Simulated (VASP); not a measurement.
# BN in VASP: further runs

BN is run at these levels: r2SCAN; tasks: single point.

All numbers are computed with VASP 6.6.1; they aren't measurements. Logs are shortened: lines on timing, memory, paths and dates and some standing lists are left out, and cuts for length are marked.

## Step 1: The cell of the first run

Symmetry: P6_3mc, No. 186, hexagonal system. Conventional cell: a = 2.543 Å, b = 2.543 Å, c = 4.207 Å, α = 90.00°, β = 90.00°, γ = 120.00°. B (site symmetry 3m) has 5 N at 1.47 to 2.16 Å within 2.2 Å. Within 2.2 Å of N (site symmetry 3m) lie 5 B at 1.47 to 2.16 Å.

## Step 2: Single point, r2SCAN (atoms displaced along a vibrational mode)

The input, POSCAR:

```
BN
1.0
    2.5433243829      0.0000000000      0.0000000000
   -1.2716621915      2.2025835257      0.0000000000
    0.0000000000      0.0000000000      4.2068547497
B N
2 2
Direct
    0.3333333333      0.6666666667     -0.0567303098
    0.6666666667      0.3333333333      0.4432696902
    0.3333333333      0.6666666667      0.4307303098
    0.6666666667      0.3333333333      0.9307303098
```

The input, INCAR.step1:

```
  ALGO = Normal
  EDIFF = 1E-4
  ENCUT = 520
  GGA = PE
  ISMEAR = 0
  LASPH = T
  LCHARG = F
  LREAL = F
  LWAVE = T
  NBANDS = 16
  NELM = 60
  PREC = Accurate
  SIGMA = 0.01
```

The input, INCAR.step2:

```
  ALGO = Normal
  EDIFF = 1E-7
  ENCUT = 520
  ISIF = 2
  ISMEAR = 0
  ISTART = 1
  LASPH = T
  LCHARG = F
  LMIXTAU = T
  LREAL = F
  LWAVE = F
  METAGGA = R2SCAN
  NBANDS = 16
  NELM = 60
  PREC = Accurate
  SIGMA = 0.01
```

The input, KPOINTS:

```
k-points
0
Gamma
  12 12 6
```

Potentials or basis: VASP PAW PBE potentials, release 64 (B, N).

The run is started by

```
$ cat potpaw_PBE.64/B/POTCAR potpaw_PBE.64/N/POTCAR > POTCAR
$ cp INCAR.step1 INCAR
$ mpirun -np 1 vasp_std > vasp.out
$ cp INCAR.step2 INCAR
$ mpirun -np 1 vasp_std > vasp.out
```

OUTCAR:

```text
EDIFF = 1E-7
   ENCUT = 520
   ISIF = 2
   ISMEAR = 0
   ISTART = 1
   LASPH = T
   LREAL = F
   METAGGA = R2SCAN
   NELM = 60
   PREC = Accurate

 ion  position               nearest neighbor table
   1  0.333  0.667  0.943-   4 1.47   4 1.47   4 1.47
   2  0.667  0.333  0.443-   3 1.47   3 1.47   3 1.47
   3  0.333  0.667  0.431-   2 1.47   2 1.47   2 1.47
   4  0.667  0.333  0.931-   1 1.47   1 1.47   1 1.47

  LATTYP: Found a hexagonal cell.
 ALAT       =     2.5433243829
 C/A-ratio  =     1.6540771511

  Lattice vectors:

 A1 = (   2.5433243829,   0.0000000000,   0.0000000000)
 A2 = (  -1.2716621915,   2.2025835257,   0.0000000000)
 A3 = (   0.0000000000,   0.0000000000,   4.2068547497)

Analysis of symmetry for initial positions (statically):
=====================================================================
 Subroutine PRICEL returns:
 Original cell was already a primitive cell.

 Routine SETGRP: Setting up the symmetry group for a
 hexagonal supercell.

 Subroutine GETGRP returns: Found 12 space group operations
 (whereof  6 operations were pure point group operations)
 out of a pool of 24 trial point group operations.

The static configuration has the point symmetry C_3v.
 The point group associated with its full space group is C_6v.

Analysis of symmetry for dynamics (positions and initial velocities):
=====================================================================
 Subroutine PRICEL returns:
 Original cell was already a primitive cell.

 Routine SETGRP: Setting up the symmetry group for a
 hexagonal supercell.

 Subroutine GETGRP returns: Found 12 space group operations
 (whereof  6 operations were pure point group operations)
 out of a pool of 24 trial point group operations.

The dynamic configuration has the point symmetry C_3v.
 The point group associated with its full space group is C_6v.

 Subroutine INISYM returns: Found 12 space group operations
 (whereof  6 operations are pure point group operations),
 and found     1 'primitive' translations

----------------------------------------------------------------------------------------

                                     Primitive cell

  volume of cell :      23.5663

  direct lattice vectors                    reciprocal lattice vectors
     2.543324383  0.000000000  0.000000000     0.393186181  0.227006147  0.000000000
    -1.271662191  2.202583526  0.000000000     0.000000000  0.454012294  0.000000000
     0.000000000  0.000000000  4.206854750     0.000000000  0.000000000  0.237707280

  length of vectors
     2.543324383  2.543324383  4.206854750     0.454012294  0.454012294  0.237707280

  position of ions in fractional coordinates (direct lattice)
     0.333333333  0.666666667  0.943269690
     0.666666667  0.333333333  0.443269690
     0.333333333  0.666666667  0.430730310
     0.666666667  0.333333333  0.930730310

  ion indices of the primitive-cell ions
   primitive index   ion index
                 1           1
                 2           2
                 3           3
                 4           4

----------------------------------------------------------------------------------------

 KPOINTS: k-points

Automatic generation of k-mesh.
 Grid dimensions read from file:
 generate k-points for:   12   12    6

 Generating k-lattice:

  Cartesian coordinates                     Fractional coordinates (reciprocal lattice)
     0.032765515  0.018917179  0.000000000     0.083333333  0.000000000  0.000000000
     0.000000000  0.037834358  0.000000000     0.000000000  0.083333333  0.000000000
     0.000000000  0.000000000  0.039617880     0.000000000  0.000000000  0.166666667

  Length of vectors
     0.037834358  0.037834358  0.039617880

  Shift w.r.t. Gamma in fractional coordinates (k-lattice)
     0.000000000  0.000000000  0.000000000

 Subroutine IBZKPT returns following result:
 ===========================================

 Found     76 irreducible k-points:

 Following reciprocal coordinates:
            Coordinates               Weight
  0.000000  0.000000  0.000000      1.000000
  0.083333  0.000000  0.000000      6.000000
  0.166667  0.000000  0.000000      6.000000
  0.250000  0.000000  0.000000      6.000000
  0.333333  0.000000  0.000000      6.000000
  0.416667  0.000000  0.000000      6.000000
[... 16 lines left out ...]
  0.250000  0.000000  0.166667     12.000000
  0.333333  0.000000  0.166667     12.000000
 [... further k-points ...]
   k-points           NKPTS =     76   k-points in BZ     NKDIM =     76   number of bands    NBANDS=     16
   number of dos      NEDOS =    301   number of ions     NIONS =      4
   total plane-waves  NPLWV =  12800
   dimension x,y,z NGX =    20 NGY =   20 NGZ =   32
   dimension x,y,z NGXF=    40 NGYF=   40 NGZF=   64
   ions per type =               2   2
   NGX,Y,Z   is equivalent  to a cutoff of  13.07, 13.07, 12.65 a.u.
   NGXF,Y,Z  is equivalent  to a cutoff of  26.15, 26.15, 25.29 a.u.
 SYSTEM =  unknown system
   PREC   = accura    normal or accurate (medium, high low for compatibility)
   ISTART =      1    job   : 0-new  1-cont  2-samecut
   ICHARG =      0    charge: 1-file 2-atom 10-const
   ISPIN  =      1    spin polarized calculation?
   LNONCOLLINEAR =      F non collinear calculations
   LSORBIT =      F    spin-orbit coupling
   LASPH  =      T    aspherical Exc in radial PAW
   ENCUT  =  520.0 eV  38.22 Ry    6.18 a.u.   4.73  4.73  7.82*2*pi/ulx,y,z
   NELM   =     60;   NELMIN=  2; NELMDL=  0     # of ELM steps
   EDIFF  = 0.1E-06   stopping-criterion for ELM
   LREAL  =      F    real-space projection
   EDIFFG = 0.1E-05   stopping-criterion for IOM
   NSW    =      0    number of steps for IOM
   IBRION =     -1    ionic relax: 0-MD 1-quasi-New 2-CG
   NFREE  =      0    steps in history (QN), initial steepest desc. (CG)
   ISIF   =      2    stress and relaxation
   ISYM   =      2    0-nonsym 1-usesym 2-fastsym
   POTIM  = 0.5000    time-step for ionic-motion
   TEBEG  =    0.0;   TEEND  =   0.0 temperature during run
   PSTRESS=    0.0 pullay stress
   NELECT =      16.0000    total number of electrons
   NUPDOWN=      -1.0000    fix difference up-down
   EMIN   =  10.00;   EMAX   =-10.00  energy-range for DOS
   EFERMI =   0.00;   METHOD = LEGACY
   ISMEAR =     0;   SIGMA  =   0.01  broadening in eV -4-tet -1-fermi 0-gaus
   EFERMI_NEDOS =   21; number of points for ismear=-14 and -15
   IALGO  =     38    algorithm
   IMIX   =      4    mixing-type and parameters
     AMIX     =   0.40;   BMIX     =  1.00
     AMIX_MAG =   1.60;   BMIX_MAG =  1.00
  volume/ion in A,a.u.               =       5.89        39.76
  Fermi-wavevector in a.u.,A,eV,Ry     =   1.438857  2.719045 28.168267  2.070309
  Thomas-Fermi vector in A             =   2.557777
   LORBIT       =      0    0 simple, 1 ext, 2 COOP (PROOUT), +10 PAW based schemes
   METAGGA = R2SCAN    functional components
   LHFCALC =     F    Hartree Fock is set to
   AEXX    =    0.0000 exact exchange contribution
   IVDW    =     0    specifies the selected vdW correction
   LEPSILON=     F    determine dielectric tensor
   LRPA    =     F    only Hartree local field effects (RPA)
 non-spin polarized calculation
 Gauss-broadening in eV      SIGMA  =   0.01
  energy-cutoff  :      520.00
  volume of cell :       23.57
 maximum number of plane-waves:       652
 NGX is ok and might be reduce to    20
   NGX =  9   NGY =  9   NGZ = 15

 number of electron      16.0000003 magnetization

 Free energy of the ion-electron system (eV)
  ---------------------------------------------------
  ext. energy  EPLUGINS =         0.00000000
  ---------------------------------------------------
  free energy    TOTEN  =       -36.45169600 eV

  energy without entropy =      -36.45169600  energy(sigma->0) =      -36.45169600

 E-fermi :   8.8058     XC(G=0): -13.6090

 val. band max:        8.7648319492   @ k =   0.0833   0.0833   0.0000
 cond. band min:      12.6397954585   @ k =   0.5000   0.0000   0.3333
 fundamental gap:      3.8749635093
 Fermi energy:         8.8058102420

 k-point     1 :       0.0000    0.0000    0.0000
  band No.  band energies     occupation
      1     -14.1230      2.00000
      2      -9.8748      2.00000
      3      -3.0898      2.00000
      4       4.2677      2.00000
      5       4.2677      2.00000
      6       5.7730      2.00000
[... 8 lines left out ...]
     15      19.3976      0.00000
     16      23.5211      0.00000

 k-point     2 :       0.0833    0.0000    0.0000
  band No.  band energies     occupation
      1     -13.9718      2.00000
      2      -9.7694      2.00000
      3      -2.9054      2.00000
      4       3.6208      2.00000
      5       3.9695      2.00000
      6       5.2585      2.00000
[... 8 lines left out ...]
     15      19.9738      0.00000
     16      23.2174      0.00000

 k-point     3 :       0.1667    0.0000    0.0000
  band No.  band energies     occupation
      1     -13.5233      2.00000
      2      -9.4685      2.00000
      3      -2.3581      2.00000
      4       2.0360      2.00000
      5       3.2621      2.00000
      6       3.9405      2.00000
[... 8 lines left out ...]
     15      21.5379      0.00000
     16      22.3843      0.00000

 k-point     4 :       0.2500    0.0000    0.0000
  band No.  band energies     occupation
      1     -12.7963      2.00000
      2      -9.0334      2.00000
      3      -1.4705      2.00000
      4       0.1294      2.00000
      5       2.2450      2.00000
      6       2.4637      2.00000
[... 8 lines left out ...]
     15      22.2708      0.00000
     16      23.7366      0.00000
[... 324 lines left out ...]
 k-point    22 :       0.1667    0.0000    0.1667
  band No.  band energies     occupation
      1     -13.3512      2.00000
      2      -9.9639      2.00000
      3      -1.5606      2.00000
      4       2.1844      2.00000
      5       3.3647      2.00000
      6       3.7253      2.00000
[... 8 lines left out ...]
     15      21.3328      0.00000
     16      22.5130      0.00000

 k-point    23 :       0.2500    0.0000    0.1667
  band No.  band energies     occupation
      1     -12.6306      2.00000
      2      -9.4653      2.00000
      3      -0.9757      2.00000
      4       0.5238      2.00000
      5       1.9775      2.00000
      6       2.5721      2.00000
[... 8 lines left out ...]
     15      22.9262      0.00000
     16      23.5397      0.00000

 k-point    24 :       0.3333    0.0000    0.1667
  band No.  band energies     occupation
      1     -11.6820      2.00000
      2      -8.9457      2.00000
      3      -1.8079      2.00000
      4       0.1962      2.00000
      5       0.7117      2.00000
      6       1.9016      2.00000
[... 8 lines left out ...]
     15      24.4949      0.00000
     16      25.9298      0.00000

 [... further k-points ...]
[... 5 lines left out ...]
  --------------------------------------------------------------------------------------
  -------------------------------------------------------------------------------------
  Total        0.4456832      0.4456832     11.3863500     -0.0000000      0.0000000     -0.0000000
  in kB       30.3001788     30.3001788    774.1113794     -0.0000000      0.0000000     -0.0000000
  external PRESSURE =     278.2372456 kB  Pullay stress =       0.0000000 kB

 VOLUME and BASIS-vectors are now :
 -----------------------------------------------------------------------------
  energy-cutoff  :      520.00
  volume of cell :       23.57
      direct lattice vectors                 reciprocal lattice vectors
     2.543324383  0.000000000  0.000000000     0.393186181  0.227006147  0.000000000
    -1.271662191  2.202583526  0.000000000     0.000000000  0.454012294  0.000000000
     0.000000000  0.000000000  4.206854750     0.000000000  0.000000000  0.237707280

 POSITION                                       TOTAL-FORCE (eV/Angst)
 -----------------------------------------------------------------------------------
     -0.00000      1.46839      3.96820         0.000000     -0.000000      0.786463
      1.27166      0.73419      1.86477        -0.000000      0.000000      0.786463
     -0.00000      1.46839      1.81202         0.000000      0.000000     -0.786463
      1.27166      0.73419      3.91545        -0.000000     -0.000000     -0.786463
 -----------------------------------------------------------------------------------
    total drift:                               -0.000000      0.000000     -0.000201

  FREE ENERGIE OF THE ION-ELECTRON SYSTEM (eV)
  ---------------------------------------------------
  free  energy   TOTEN  =       -36.4516960019 eV

  energy  without entropy=      -36.4516960019  energy(sigma->0) =      -36.45169600
```

Run time: 2.5 min. Hardware: 1 thread of Intel Xeon 8259CL, shared host; peak memory 0.15 GiB.

What came out:

```
Free energy            : -36.4517 eV
Pressure               : 27.8 GPa
Largest force          : 0.786 eV/Å
Band gap on the k mesh : 3.88 eV (least direct gap 5.77 eV)
```

Forces on the atoms (eV/Å):
```
B    0.000  0.000  0.786
B    0.000  0.000  0.786
N    0.000  0.000 -0.786
N    0.000  0.000 -0.786
```

Stress tensor (GPa, compression positive):
```
 3.03  0.00  0.00
 0.00  3.03  0.00
 0.00  0.00 77.41
```

Caveat: the cell differs from its parent crystal (atoms displaced along a vibrational mode); the cell stands under pressure; the PAW data sets were made with another functional, which shifts forces and pressure a little. A k mesh can miss the band edges.

## Step 3: Single point, r2SCAN

The input, POSCAR:

```
BN
1.0
    2.5433243829      0.0000000000      0.0000000000
   -1.2716621915      2.2025835257      0.0000000000
    0.0000000000      0.0000000000      4.2068547497
B N
2 2
Direct
    0.3333333333      0.6666666667     -0.0630000000
    0.6666666667      0.3333333333      0.4370000000
    0.3333333333      0.6666666667      0.4370000000
    0.6666666667      0.3333333333      0.9370000000
```

The input, INCAR.step1:

```
SYSTEM = BN
ALGO     = Normal         ! electronic algorithm
EDIFF    = 1E-4           ! SCF threshold, eV
ENCUT    = 520            ! plane-wave cutoff, eV
GGA      = PE             ! functional
ISMEAR   = 0              ! smearing method
LASPH    = .True.         ! aspherical terms in the spheres
LCHARG   = .False.        ! write CHGCAR
LREAL    = .False.        ! projectors in reciprocal space
LWAVE    = .True.         ! write WAVECAR
NBANDS   = 16             ! bands
NELM     = 80             ! most SCF steps
PREC     = Accurate       ! precision mode
SIGMA    = 0.01           ! smearing width, eV
```

The input, INCAR.step2:

```
SYSTEM = BN
ALGO     = Normal         ! electronic algorithm
EDIFF    = 1E-6           ! SCF threshold, eV
ENCUT    = 520            ! plane-wave cutoff, eV
ISIF     = 2              ! what is computed and relaxed
ISMEAR   = 0              ! smearing method
ISTART   = 1            
LASPH    = .True.         ! aspherical terms in the spheres
LCHARG   = .False.        ! write CHGCAR
LMIXTAU  = .True.       
LREAL    = .False.        ! projectors in reciprocal space
LWAVE    = .False.        ! write WAVECAR
METAGGA  = R2SCAN         ! meta-GGA
NBANDS   = 16             ! bands
NELM     = 80             ! most SCF steps
PREC     = Accurate       ! precision mode
SIGMA    = 0.01           ! smearing width, eV
```

The input, KPOINTS:

```
k-points
0
Gamma
  12 12 6
  0 0 0
```

Potentials or basis: VASP PAW PBE potentials, release 64 (B, N).

The run is started by

```
$ cat potpaw_PBE.64/B/POTCAR potpaw_PBE.64/N/POTCAR > POTCAR
$ cp INCAR.step1 INCAR
$ mpirun -np 1 vasp_std > vasp.out
$ cp INCAR.step2 INCAR
$ mpirun -np 1 vasp_std > vasp.out
```

Wall time 1.9 min (1 thread of Intel Xeon 8259CL, shared host); peak memory 0.15 GiB.

The run converged. Its results:

- Free energy: -36.4097 eV
- Pressure: 28.4 GPa
- Band gap on the k mesh: 3.83 eV (least direct gap 5.63 eV)

Stress tensor (GPa, compression positive):
```
 2.83  0.00  0.00
 0.00  2.83  0.00
 0.00  0.00 79.52
```

Levels at points of the mesh, in eV from the valence-band top:
| k point | band 6 | band 7 | band 8 | band 9 | band 10 | band 11 |
| --- | --- | --- | --- | --- | --- | --- |
| (0.00, 0.00, 0.00) | -3.01 | -3.01 | -0.05 | 8.29 | 8.29 | 9.03 |
| (0.50, 0.00, 0.00) | -7.02 | -5.58 | -3.30 | 5.85 | 6.27 | 9.97 |
| (0.00, 0.00, 0.50) | -3.80 | -3.80 | -3.80 | 9.22 | 9.22 | 9.24 |
| (0.50, 0.00, 0.50) | -6.66 | -2.63 | -2.63 | 4.16 | 4.16 | 7.93 |

Caveat: the cell stands under pressure; the PAW data sets were made with another functional, which shifts forces and pressure a little.
